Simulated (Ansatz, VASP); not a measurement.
One calculation of SnO, two programs

INCAR

```
SYSTEM = SnO
PREC = Accurate
ENCUT = 520
EDIFF = 1E-6
ISMEAR = 0
SIGMA = 0.15
LREAL = .False.
LASPH = .True.
NELM = 60
ALGO = Normal
ISIF = 2
LWAVE = .False.
LCHARG = .False.
GGA = PE
IVDW = 12
NBANDS = 28
```

File KPOINTS:

```
Automatic mesh
0
Gamma
  14 14 12
  0 0 0
```

The input POSCAR:

```
SnO
1.0
    3.8896657895      0.0000000000      0.0000000000
    0.0000000000      3.8896657895      0.0000000000
    0.0000000000      0.0000000000      4.6342776096
Sn O
2 2
Direct
    0.0000000000      0.5000000000      0.2432421493
    0.5000000000      0.0000000000      0.7567578507
    0.0000000000      0.0000000000      0.0000000000
    0.5000000000      0.5000000000      0.0000000000
```

Input for Ansatz:

```yaml
crystal:
  lattice:
    - [3.8896657895, 0.0, 0.0]
    - [0.0, 3.8896657895, 0.0]
    - [0.0, 0.0, 4.6342776096]
  atoms:
    - { symbol: Sn, position: [0.0, 0.5, 0.2432421493] }
    - { symbol: Sn, position: [0.5, 0.0, 0.7567578507] }
    - { symbol: O, position: [0.0, 0.0, 0.0] }
    - { symbol: O, position: [0.5, 0.5, 0.0] }
basis:
  ecutwfc: 420
kpoints:
  mp_grid: { grid: [14, 14, 12] }
hamiltonian:
  xc: pbe
  dispersion: d3bj
scf:
  occupations: { method: gaussian, width: 0.15 }
output:
  forces: true
  stress: true
  eigenvalues: true
```

Alike in both runs: task single point; functional PBE; dispersion D3(BJ); k mesh 14 × 14 × 12; occupations gaussian, width 0.15 eV; no spin polarisation.

|  | VASP | Ansatz |
| --- | --- | --- |
| version | VASP 6.6.1 | Ansatz 0.2.0 |
| potentials or method | VASP PAW PBE potentials, release 64 (Sn_d, O), cutoff 520 eV | scalar-relativistic, plane waves, PAW |
| valence electrons in the cell | 40 | 40 |

|  | VASP | Ansatz | Ansatz less VASP |
| --- | --- | --- | --- |
| gap on the k mesh at the Fermi level (eV) | 0.22 | 0.20 | -0.011 |
| least direct gap on the mesh (eV) | 1.79 | 1.80 | +0.012 |
| pressure (GPa) | -0.3 | -0.6 | -0.21 |
| traceless stress, the component that is largest in VASP (GPa) | 1.88 | 1.88 | -0.001 |
| rms of the force components (eV/Å) | 0.096 | 0.064 | -0.0316 |

Atom by atom the forces differ by 0.032 eV/Å (rms over components).
